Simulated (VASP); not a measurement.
# SiC (P1) in VASP: notebook

Runs on SiC. Level: r2SCAN. Tasks: single point.

Program: VASP 6.6.1. These are calculated values, not measurements. Logs are shortened: lines on timing, memory, paths and dates and some standing lists are left out, and cuts for length are marked.

### Step 1. The cell of the first run

The typed cell holds 8 atoms: a = 4.340 Å, b = 4.290 Å, c = 4.170 Å, α = 90.72°, β = 92.66°, γ = 90.84°.

### Step 2. Single point, r2SCAN (atoms moved at random and the cell strained at random)

Contents of POSCAR:

```
SiC
1.0
    4.3384106838      0.0321227604      0.0987846398
   -0.0321227604     -4.2899509047      0.0270023269
   -0.0987846398      0.0270023269     -4.1685622264
Si C
4 4
Direct
    0.0573736316      0.3732914508      0.5164982206
    0.5403986016     -0.0808681566      0.5200067418
    0.4695409191      0.4824945720     -0.0204335915
   -0.0529651815     -0.0806765767      0.0964910166
    0.8080032726      0.8221880511      0.7626614597
    0.2149781570      0.3128658101      0.7370372526
    0.2804961075      0.9125159712      0.2035304016
    0.6821744921      0.2581888780      0.1842084986
```

Contents of INCAR.step1:

```
SYSTEM = SiC
  ALGO = Normal
  EDIFF = 1E-4
  ENCUT = 520
  GGA = PE
  ISMEAR = 0
  LASPH = .TRUE.
  LCHARG = .FALSE.
  LREAL = .FALSE.
  LWAVE = .TRUE.
  NBANDS = 26
  NELM = 60
  PREC = Accurate
  SIGMA = 0.05
```

Contents of INCAR.step2:

```
SYSTEM = SiC
  ALGO = Normal
  EDIFF = 1E-7
  ENCUT = 520
  ISIF = 2
  ISMEAR = 0
  ISTART = 1
  LASPH = .TRUE.
  LCHARG = .TRUE.
  LELF = .TRUE.
  LMIXTAU = .TRUE.
  LREAL = .FALSE.
  LVHAR = .TRUE.
  LWAVE = .FALSE.
  METAGGA = R2SCAN
  NBANDS = 26
  NELM = 60
  PREC = Accurate
  SIGMA = 0.05
```

Contents of KPOINTS:

```
k-points
0
G
  6 6 6
  0 0 0
```

Potentials or basis: VASP PAW PBE potentials, release 64 (Si, C).

The run is started by

```sh
$ cat potpaw_PBE.64/Si/POTCAR potpaw_PBE.64/C/POTCAR > POTCAR
$ cp INCAR.step1 INCAR
$ mpirun -np 1 vasp_std > vasp.out
$ cp INCAR.step2 INCAR
$ mpirun -np 1 vasp_std > vasp.out
```

OUTCAR:

```text
SYSTEM = SiC
   EDIFF = 1E-7
   ENCUT = 520
   ISIF = 2
   ISMEAR = 0
   ISTART = 1
   LASPH = .TRUE.
   LREAL = .FALSE.
   METAGGA = R2SCAN
   NELM = 60
   PREC = Accurate

 ion  position               nearest neighbor table
   1  0.057  0.373  0.516-   6 1.15   8 2.14   5 2.46   7 2.58   3 2.60   4 2.63   2 2.88   2 2.95
                             3 2.97   4 2.97   2 3.12
   2  0.540  0.919  0.520-   5 1.57   7 1.70   8 2.14   6 2.41   4 2.55   3 2.72   1 2.88   3 2.91
                             4 2.92   1 2.95   4 3.05   3 3.09   1 3.12
   3  0.470  0.482  0.980-   8 1.57   6 1.62   7 2.24   5 2.28   1 2.60   2 2.72   4 2.80   2 2.91
                             1 2.97   4 3.02   2 3.09
   4  0.947  0.919  0.096-   7 1.50   5 1.54   8 1.91   2 2.55   6 2.57   1 2.63   3 2.80   2 2.92
                             1 2.97   3 3.02   2 3.05
   5  0.808  0.822  0.763-   4 1.54   2 1.57   3 2.28   1 2.46
   6  0.215  0.313  0.737-   1 1.15   3 1.62   2 2.41   4 2.57
   7  0.280  0.913  0.204-   4 1.50   2 1.70   3 2.24   1 2.58
   8  0.682  0.258  0.184-   3 1.57   4 1.91   2 2.14   1 2.14

 -----------------------------------------------------------------------------
|                                                                             |
|           W    W    AA    RRRRR   N    N  II  N    N   GGGG   !!!           |
|           W    W   A  A   R    R  NN   N  II  NN   N  G    G  !!!           |
|           W    W  A    A  R    R  N N  N  II  N N  N  G       !!!           |
|           W WW W  AAAAAA  RRRRR   N  N N  II  N  N N  G  GGG   !            |
|           WW  WW  A    A  R   R   N   NN  II  N   NN  G    G                |
|           W    W  A    A  R    R  N    N  II  N    N   GGGG   !!!           |
|                                                                             |
|     The distance between some ions is very small. Please check the          |
|     nearest-neighbor list in the OUTCAR file.                               |
|     I HOPE YOU KNOW WHAT YOU ARE DOING!                                     |
|                                                                             |
 -----------------------------------------------------------------------------

  LATTYP: Found a triclinic cell.
 ALAT       =     6.1471160762
 B/A-ratio  =     0.6979136384
 C/A-ratio  =     1.0014801240
 COS(alpha) =     0.0018656184
 COS(beta)  =     0.5211367870
 COS(gamma) =     0.7083223470

  Lattice vectors:

 A1 = (   4.3705334442,   4.3220736651,   0.0717823129)
 A2 = (   0.0321227604,   4.2899509047,  -0.0270023269)
 A3 = (   4.4371953236,   0.0051204335,   4.2673468662)

Analysis of symmetry for initial positions (statically):
=====================================================================
 Subroutine PRICEL returns:
 Original cell was already a primitive cell.

 Routine SETGRP: Setting up the symmetry group for a
 triclinic supercell.

 Subroutine GETGRP returns: Found  1 space group operations
 (whereof  1 operations were pure point group operations)
 out of a pool of  2 trial point group operations.

The static configuration has the point symmetry C_1 .

Analysis of symmetry for dynamics (positions and initial velocities):
=====================================================================
 Subroutine PRICEL returns:
 Original cell was already a primitive cell.

 Routine SETGRP: Setting up the symmetry group for a
 triclinic supercell.

 Subroutine GETGRP returns: Found  1 space group operations
 (whereof  1 operations were pure point group operations)
 out of a pool of  2 trial point group operations.

The dynamic configuration has the point symmetry C_1 .

 Subroutine INISYM returns: Found  1 space group operations
 (whereof  1 operations are pure point group operations),
 and found     1 'primitive' translations

----------------------------------------------------------------------------------------

                                     Primitive cell

  volume of cell :      77.5340

  direct lattice vectors                    reciprocal lattice vectors
     4.338410684  0.032122760  0.098784640     0.230636907 -0.001761462 -0.005476936
    -0.032122760 -4.289950905  0.027002327     0.001761462 -0.233125858 -0.001551841
    -0.098784640  0.027002327 -4.168562226     0.005476936 -0.001551841 -0.240030707

  length of vectors
     4.339654080  4.290156147  4.169819968     0.230708652  0.233137678  0.240098200

  position of ions in fractional coordinates (direct lattice)
     0.057373632  0.373291451  0.516498221
     0.540398602  0.919131843  0.520006742
     0.469540919  0.482494572  0.979566408
     0.947034819  0.919323423  0.096491017
     0.808003273  0.822188051  0.762661460
     0.214978157  0.312865810  0.737037253
     0.280496107  0.912515971  0.203530402
     0.682174492  0.258188878  0.184208499

  ion indices of the primitive-cell ions
   primitive index   ion index
                 1           1
                 2           2
                 3           3
                 4           4
                 5           5
                 6           6
                 7           7
                 8           8

----------------------------------------------------------------------------------------

 KPOINTS: k-points

Automatic generation of k-mesh.
 Grid dimensions read from file:
 generate k-points for:    6    6    6

 Generating k-lattice:

  Cartesian coordinates                     Fractional coordinates (reciprocal lattice)
     0.038439484 -0.000293577 -0.000912823     0.166666667 -0.000000000  0.000000000
     0.000293577 -0.038854310 -0.000258640    -0.000000000  0.166666667  0.000000000
     0.000912823 -0.000258640 -0.040005118     0.000000000  0.000000000  0.166666667

  Length of vectors
     0.038451442  0.038856280  0.040016367

  Shift w.r.t. Gamma in fractional coordinates (k-lattice)
     0.000000000  0.000000000  0.000000000

 Subroutine IBZKPT returns following result:
 ===========================================

 Found    112 irreducible k-points:

 Following reciprocal coordinates:
            Coordinates               Weight
  0.000000  0.000000  0.000000      1.000000
  0.166667  0.000000  0.000000      2.000000
  0.333333  0.000000  0.000000      2.000000
  0.500000 -0.000000  0.000000      1.000000
  0.000000  0.166667  0.000000      2.000000
  0.166667  0.166667  0.000000      2.000000
[... 16 lines left out ...]
  0.333333  0.000000  0.166667      2.000000
  0.500000 -0.000000  0.166667      2.000000
 [... further k-points ...]
   k-points           NKPTS =    112   k-points in BZ     NKDIM =    112   number of bands    NBANDS=     26
   number of dos      NEDOS =    301   number of ions     NIONS =      8
   total plane-waves  NPLWV =  32768
   dimension x,y,z NGX =    32 NGY =   32 NGZ =   32
   dimension x,y,z NGXF=    64 NGYF=   64 NGZF=   64
   ions per type =               4   4
   NGX,Y,Z   is equivalent  to a cutoff of  12.26, 12.40, 12.76 a.u.
   NGXF,Y,Z  is equivalent  to a cutoff of  24.52, 24.80, 25.52 a.u.
 SYSTEM =  SiC
   PREC   = accura    normal or accurate (medium, high low for compatibility)
   ISTART =      1    job   : 0-new  1-cont  2-samecut
   ICHARG =      0    charge: 1-file 2-atom 10-const
   ISPIN  =      1    spin polarized calculation?
   LNONCOLLINEAR =      F non collinear calculations
   LSORBIT =      F    spin-orbit coupling
   LASPH  =      T    aspherical Exc in radial PAW
   ENCUT  =  520.0 eV  38.22 Ry    6.18 a.u.   8.07  7.98  7.75*2*pi/ulx,y,z
   NELM   =     60;   NELMIN=  2; NELMDL=  0     # of ELM steps
   EDIFF  = 0.1E-06   stopping-criterion for ELM
   LREAL  =      F    real-space projection
   EDIFFG = 0.1E-05   stopping-criterion for IOM
   NSW    =      0    number of steps for IOM
   IBRION =     -1    ionic relax: 0-MD 1-quasi-New 2-CG
   NFREE  =      0    steps in history (QN), initial steepest desc. (CG)
   ISIF   =      2    stress and relaxation
   ISYM   =      2    0-nonsym 1-usesym 2-fastsym
   POTIM  = 0.5000    time-step for ionic-motion
   TEBEG  =    0.0;   TEEND  =   0.0 temperature during run
   PSTRESS=    0.0 pullay stress
   NELECT =      32.0000    total number of electrons
   NUPDOWN=      -1.0000    fix difference up-down
   EMIN   =  10.00;   EMAX   =-10.00  energy-range for DOS
   EFERMI =   0.00;   METHOD = LEGACY
   ISMEAR =     0;   SIGMA  =   0.05  broadening in eV -4-tet -1-fermi 0-gaus
   EFERMI_NEDOS =   21; number of points for ismear=-14 and -15
   IALGO  =     38    algorithm
   IMIX   =      4    mixing-type and parameters
     AMIX     =   0.40;   BMIX     =  1.00
     AMIX_MAG =   1.60;   BMIX_MAG =  1.00
  volume/ion in A,a.u.               =       9.69        65.40
  Fermi-wavevector in a.u.,A,eV,Ry     =   1.218880  2.303348 20.213732  1.485667
  Thomas-Fermi vector in A             =   2.354151
   LORBIT       =      0    0 simple, 1 ext, 2 COOP (PROOUT), +10 PAW based schemes
   METAGGA = R2SCAN    functional components
   LHFCALC =     F    Hartree Fock is set to
   AEXX    =    0.0000 exact exchange contribution
   IVDW    =     0    specifies the selected vdW correction
   LEPSILON=     F    determine dielectric tensor
   LRPA    =     F    only Hartree local field effects (RPA)
 non-spin polarized calculation
 Gauss-broadening in eV      SIGMA  =   0.05
  energy-cutoff  :      520.00
  volume of cell :       77.53
 maximum number of plane-waves:      2108
   NGX = 17   NGY = 15   NGZ = 15

 number of electron      31.9999999 magnetization

 Free energy of the ion-electron system (eV)
  ---------------------------------------------------
  ext. energy  EPLUGINS =         0.00000000
  ---------------------------------------------------
  free energy    TOTEN  =       -47.38896798 eV

  energy without entropy =      -47.38699410  energy(sigma->0) =      -47.38798104

 E-fermi :   9.7752     XC(G=0): -12.2371

 val. band max:        9.7687182465   @ k =  -0.1667  -0.1667   0.1667
 cond. band min:       9.7781179377   @ k =  -0.3333   0.3333  -0.0000
 fundamental gap:      0.0093996912
 Fermi energy:         9.7752108909

 k-point     1 :       0.0000    0.0000    0.0000
  band No.  band energies     occupation
      1      -8.3673      2.00000
      2      -3.6430      2.00000
      3      -3.1685      2.00000
      4      -2.6582      2.00000
      5      -0.4564      2.00000
      6      -0.1538      2.00000
[... 18 lines left out ...]
     25      17.2484      0.00000
     26      18.6051      0.00000

 k-point     2 :       0.1667    0.0000    0.0000
  band No.  band energies     occupation
      1      -8.1810      2.00000
      2      -4.2274      2.00000
      3      -3.2529      2.00000
      4      -2.7292      2.00000
      5      -0.1505      2.00000
      6       0.5204      2.00000
[... 18 lines left out ...]
     25      17.2901      0.00000
     26      18.7024      0.00000

 k-point     3 :       0.3333    0.0000    0.0000
  band No.  band energies     occupation
      1      -7.6317      2.00000
      2      -5.5057      2.00000
      3      -3.1797      2.00000
      4      -2.6626      2.00000
      5       0.2633      2.00000
      6       1.6229      2.00000
[... 572 lines left out ...]
 k-point    23 :       0.3333    0.0000    0.1667
  band No.  band energies     occupation
      1      -7.3842      2.00000
      2      -5.4577      2.00000
      3      -3.8270      2.00000
      4      -2.6614      2.00000
      5       0.5039      2.00000
      6       1.3075      2.00000
[... 18 lines left out ...]
     25      17.0655      0.00000
     26      18.0258      0.00000

 k-point    24 :       0.5000   -0.0000    0.1667
  band No.  band energies     occupation
      1      -6.7362      2.00000
      2      -6.3289      2.00000
      3      -3.5962      2.00000
      4      -2.7257      2.00000
      5       0.0268      2.00000
      6       1.9164      2.00000
[... 18 lines left out ...]
     25      17.3608      0.00000
     26      18.1495      0.00000

 [... further k-points ...]

------------------------ aborting loop because EDIFF is reached ----------------------------------------

  FORCE on cell =-STRESS in cart. coord.  units (eV):
  Direction    XX          YY          ZZ          XY          YZ          ZX
  --------------------------------------------------------------------------------------
  -------------------------------------------------------------------------------------
  Total       63.2161533     13.1827298     82.3612873      8.2986222    -12.5310220    -54.9275229
  in kB     1306.3108952    272.4104951   1701.9296703    171.4843436   -258.9434780  -1135.0330239
  external PRESSURE =    1093.5503535 kB  Pullay stress =       0.0000000 kB

 VOLUME and BASIS-vectors are now :
 -----------------------------------------------------------------------------
  energy-cutoff  :      520.00
  volume of cell :       77.53
      direct lattice vectors                 reciprocal lattice vectors
     4.338410684  0.032122760  0.098784640     0.230636907 -0.001761462 -0.005476936
    -0.032122760 -4.289950905  0.027002327     0.001761462 -0.233125858 -0.001551841
    -0.098784640  0.027002327 -4.168562226     0.005476936 -0.001551841 -0.240030707

 POSITION                                       TOTAL-FORCE (eV/Angst)
 -----------------------------------------------------------------------------------
      0.18590     -1.58561     -2.13731       -42.228648    -17.725901     54.486543
      2.26358     -3.91163     -2.08948        -4.139013     -5.327995      3.127624
      1.92480     -2.02834     -4.02397        -1.209628     -7.944057      1.313720
      4.06956     -3.91083     -0.28385        -7.825030     -4.212463     -2.413767
      3.40370     -3.48060     -3.07718        -1.462981      7.862267      5.132243
      0.84981     -1.31537     -3.04270        38.436283     16.728430    -49.771681
      1.16749     -3.90014     -0.79608         9.901034      5.605560     -2.975960
      2.93306     -1.08073     -0.69352         8.527984      5.014159     -8.898721
 -----------------------------------------------------------------------------------
    total drift:                                0.000499      0.000293     -0.000206

  FREE ENERGIE OF THE ION-ELECTRON SYSTEM (eV)
  ---------------------------------------------------
  free  energy   TOTEN  =       -47.3889679794 eV

  energy  without entropy=      -47.3869940950  energy(sigma->0) =      -47.38798104
```

Wall time 16 min (1 thread of Oxide Virtual Turin-like, shared host); peak memory 0.26 GiB.

Results:

```
Free energy            : -47.3890 eV
Pressure               : 109.4 GPa
Largest force          : 71.178 eV/Å
Band gap on the k mesh : zero (bands 16 and 17 overlap by 0.89 eV)
```

Forces in eV/Å, atoms in the order of the input:
```
Si  -42.229 -17.726  54.487
Si   -4.139  -5.328   3.128
Si   -1.210  -7.944   1.314
Si   -7.825  -4.212  -2.414
C    -1.463   7.862   5.132
C    38.436  16.728 -49.772
C     9.901   5.606  -2.976
C     8.528   5.014  -8.899
```

Levels at points of the mesh, in eV from the Fermi level:
```tsv
k point	band 13	band 14	band 15	band 16	band 17	band 18	band 19	band 20
(0.00, 0.00, 0.00)	-3.11	-2.51	-1.98	-1.19	-0.48	0.67	1.17	1.94
(0.50, 0.00, 0.00)	-2.71	-2.55	-2.14	-1.23	0.45	2.33	3.10	3.39
(0.00, 0.50, 0.00)	-4.04	-3.36	-2.87	-1.93	1.23	2.94	3.58	3.73
(0.50, 0.50, 0.00)	-2.99	-1.88	-1.62	0.13	1.22	2.20	3.05	3.45
(0.00, 0.00, 0.50)	-3.32	-2.90	-2.03	-1.12	1.79	2.16	2.66	3.23
(0.50, 0.00, 0.50)	-4.40	-2.42	-1.87	-0.54	1.48	2.90	4.39	4.97
(0.00, 0.50, 0.50)	-2.65	-1.67	-0.86	-0.59	2.40	3.13	3.47	3.94
(0.50, 0.50, 0.50)	-1.77	-1.13	-0.77	0.41	1.64	2.11	3.05	3.89
```

Caveat: the cell differs from its parent crystal (atoms moved at random and the cell strained at random); atoms lie so close that the PAW spheres overlap strongly, which falsifies energies and pressures; the stress differs along the axes, from 27 to 170 GPa; the PAW data sets were made with another functional, which shifts forces and pressure a little.

### Step 3. Single point, r2SCAN (atoms moved at random and the cell strained at random)

Contents of POSCAR:

```
SiC
1.0
    4.4391307546      0.1587893576      0.1312842106
   -0.1587893576     -4.3429166421      0.1109978349
   -0.1312842106      0.1109978349     -4.2432128292
Si C
4 4
Direct
    0.0002461472      0.5148961761      0.5507003940
    0.5230812256      0.0071647552      0.5325166817
    0.5199844562      0.4879079015      0.0131898033
    0.0200159945     -0.0227493134     -0.0304559834
    0.7172919484      0.7981386697      0.7350858595
    0.2202115986      0.2368703510      0.7498146783
    0.2863889707      0.7266081928      0.2317328470
    0.7127796588      0.2511632672      0.2174157196
```

Contents of INCAR.step1:

```
PREC = Accurate ; ENCUT = 520
ISMEAR = 0 ; SIGMA = 0.05
LREAL = False ; LASPH = True
NELM = 60 ; NBANDS = 26
GGA = PE ; ALGO = Normal
EDIFF = 1E-4 ; LWAVE = True
LCHARG = False
```

Contents of INCAR.step2:

```
PREC = Accurate ; ENCUT = 520
EDIFF = 1E-6 ; ISMEAR = 0
SIGMA = 0.05 ; LREAL = False
LASPH = True ; NELM = 60
ALGO = Normal ; ISIF = 2
LWAVE = False ; LCHARG = False
METAGGA = R2SCAN ; LMIXTAU = True
NBANDS = 26 ; ISTART = 1
```

Contents of KPOINTS:

```
Automatic mesh
0
Gamma
  6 6 6
```

Potentials or basis: VASP PAW PBE potentials, release 64 (Si, C).

The run is started by

```sh
$ cat potpaw_PBE.64/Si/POTCAR potpaw_PBE.64/C/POTCAR > POTCAR
$ cp INCAR.step1 INCAR
$ mpirun -np 1 vasp_std > vasp.out
$ cp INCAR.step2 INCAR
$ mpirun -np 1 vasp_std > vasp.out
```

It took 16 min on 1 thread of Oxide Virtual Turin-like, shared host; peak memory 0.28 GiB.

The run converged. Its results:

```
Free energy            : -71.4893 eV
Pressure               : 16.8 GPa
Largest force          : 12.887 eV/Å
Band gap on the k mesh : zero (bands 16 and 17 overlap by 0.02 eV)
```

Forces on the atoms (eV/Å):
```
Si  -0.748  0.416  5.560
Si  -7.316 -5.676  8.963
Si  -3.849 -3.046  3.166
Si  -0.433 -1.108 -5.275
C    6.153  9.821 -5.389
C    3.455 -1.440  0.809
C   -3.397 -2.116 -2.301
C    6.136  3.149 -5.533
```

Stress tensor (GPa, compression positive):
```
 10.02  -1.73 -21.77
 -1.73  23.17  -2.59
-21.77  -2.59  17.27
```

Levels at points of the mesh, in eV from the Fermi level:
```
           k point  band 13  band 14  band 15  band 16  band 17  band 18  band 19  band 20
(0.00, 0.00, 0.00)    -3.06    -1.83    -0.98    -0.51    -0.03     0.54     2.17     3.33
(0.50, 0.00, 0.00)    -3.22    -2.63    -2.20    -1.31     2.23     2.54     4.39     4.66
(0.00, 0.50, 0.00)    -3.00    -2.61    -2.30    -1.85     2.41     3.33     4.14     4.53
(0.50, 0.50, 0.00)    -3.42    -2.54    -1.95    -0.59     2.91     3.74     5.00     5.50
(0.00, 0.00, 0.50)    -3.76    -3.12    -2.51    -1.16     2.05     3.33     3.86     5.44
(0.50, 0.00, 0.50)    -2.44    -2.32    -1.69    -1.13     3.07     4.28     5.25     5.52
(0.00, 0.50, 0.50)    -2.96    -2.01    -1.18    -0.68     3.49     4.75     5.08     5.56
(0.50, 0.50, 0.50)    -1.78    -1.03    -0.67    -0.30     2.87     4.51     4.60     5.00
```

Caveat: the cell differs from its parent crystal (atoms moved at random and the cell strained at random); the stress differs along the axes, from 10 to 23 GPa; semilocal functionals underestimate gaps, and a narrow one can read as zero; the PAW data sets were made with another functional, which shifts forces and pressure a little.

The gap in the log of VASP goes by the Fermi energy; the results here count the filled bands.